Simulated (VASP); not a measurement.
Write the native input for VASP 6.6.1 that does the following.

```
Task                   : single point
Functional             : PBE
Potentials or basis    : VASP PAW PBE potentials, release 64 (Sn_d, O)
Cutoff                 : 520 eV
k mesh                 : 6 × 6 × 8
Occupations            : fermi-dirac, width 0.02 eV
Spin                   : no spin polarisation
Dipole correction      : no
Further INCAR settings : ALGO = Normal; EDIFF = 1e-06; NBANDS = 35
```

The structure of SnO2 lies in POSCAR:

```
SnO2
1.0
    4.8557851990      0.0000000000      0.0000000000
    0.0000000000      4.8557851990      0.0000000000
    0.0000000000      0.0000000000      3.2640818765
Sn O
2 4
Direct
    0.0000000000      0.0000000000      0.0000000000
    0.5000000000      0.5000000000      0.5000000000
    0.3074420666      0.3074420666      0.0000000000
    0.1925579334      0.8074420666      0.5000000000
    0.8074420666      0.1925579334      0.5000000000
    0.6925579334      0.6925579334      0.0000000000
```

This cell differs from its parent crystal: strain +2.0%.

The input as run:

INCAR

```
SYSTEM = SnO2
PREC = Accurate
ENCUT = 520
EDIFF = 1E-6
ISMEAR = -1
SIGMA = 0.02
LREAL = .False.
LASPH = .True.
NELM = 80
ALGO = Normal
ISIF = 2
LWAVE = .False.
LCHARG = .True.
GGA = PE
LELF = .True.
LVHAR = .True.
NBANDS = 35
```

KPOINTS

```
Automatic mesh
0
Gamma
  6 6 8
  0 0 0
```

Potentials or basis: VASP PAW PBE potentials, release 64 (Sn_d, O).

Run with:

```sh
$ cat potpaw_PBE.64/Sn_d/POTCAR potpaw_PBE.64/O/POTCAR > POTCAR
$ mpirun -np 1 vasp_std > vasp.out
```

Results of the run:

* Pressure: -2.7 GPa
* Largest force: 0.059 eV/Å
* Band gap on the k mesh: 0.47 eV, direct

Caveat: the cell differs from its parent crystal (strain +2.0%); spin-orbit coupling is left out, which moves the levels of the heavy elements.

Wall time 38 s on 1 thread of Intel(R) Xeon(R) 6975P-C (Granite Rapids), on a shared host, peak memory 0.24 GiB.
